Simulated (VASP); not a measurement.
Here is a VASP 6.6.1 calculation.

Contents of POSCAR:

```
Al
1.0
    2.8827667353      0.0000000000      0.0000000000
   -1.4413833676      2.4965492260      0.0000000000
    0.0000000000      0.0000000000      5.1101925000
Al
2
Direct
    0.6666666667      0.3333333333      0.7500000000
    0.3333333333      0.6666666667      0.2500000000
```

Contents of INCAR.step1:

```
SYSTEM = Al
PREC     = Accurate       ! precision mode
ENCUT    = 520            ! plane-wave cutoff, eV
ISMEAR   = 0              ! smearing method
SIGMA    = 0.15           ! smearing width, eV
LREAL    = .False.        ! projectors in reciprocal space
LASPH    = .True.         ! aspherical terms in the spheres
NELM     = 60             ! most SCF steps
NBANDS   = 10             ! bands
GGA      = PE             ! functional
ALGO     = Normal         ! electronic algorithm
EDIFF    = 1E-4           ! SCF threshold, eV
LWAVE    = .True.         ! write WAVECAR
LCHARG   = .False.        ! write CHGCAR
```

Contents of INCAR.step2:

```
SYSTEM = Al
PREC     = Accurate       ! precision mode
ENCUT    = 520            ! plane-wave cutoff, eV
EDIFF    = 1E-7           ! SCF threshold, eV
ISMEAR   = 0              ! smearing method
SIGMA    = 0.15           ! smearing width, eV
LREAL    = .False.        ! projectors in reciprocal space
LASPH    = .True.         ! aspherical terms in the spheres
NELM     = 60             ! most SCF steps
ALGO     = Normal         ! electronic algorithm
ISIF     = 2              ! what is computed and relaxed
LWAVE    = .False.        ! write WAVECAR
LCHARG   = .False.        ! write CHGCAR
METAGGA  = R2SCAN         ! meta-GGA
LMIXTAU  = .True.       
NBANDS   = 10             ! bands
ISTART   = 1
```

Contents of KPOINTS:

```
regular mesh
0
Gamma
  18 18 10
  0 0 0
```

Potentials or basis: VASP PAW PBE potentials, release 64 (Al).

Launch:

```bash
$ cat potpaw_PBE.64/Al/POTCAR > POTCAR
$ cp INCAR.step1 INCAR
$ mpirun -np 1 vasp_std > vasp.out
$ cp INCAR.step2 INCAR
$ mpirun -np 1 vasp_std > vasp.out
```

What does it give for the pressure?

-8.7 GPa.

Predict the band gap on the k mesh.

zero (band 3 reaches 10.45 eV, above the bottom of band 4 at 3.88 eV).

Stress tensor (GPa, compression positive):
```
 -7.95   0.00   0.00
  0.00  -7.95   0.00
  0.00   0.00 -10.22
```

Caveat: the cell differs from its parent crystal (strain +0.025 along x and y, +0.050 along z); the PAW data sets were made with another functional, which shifts forces and pressure a little.
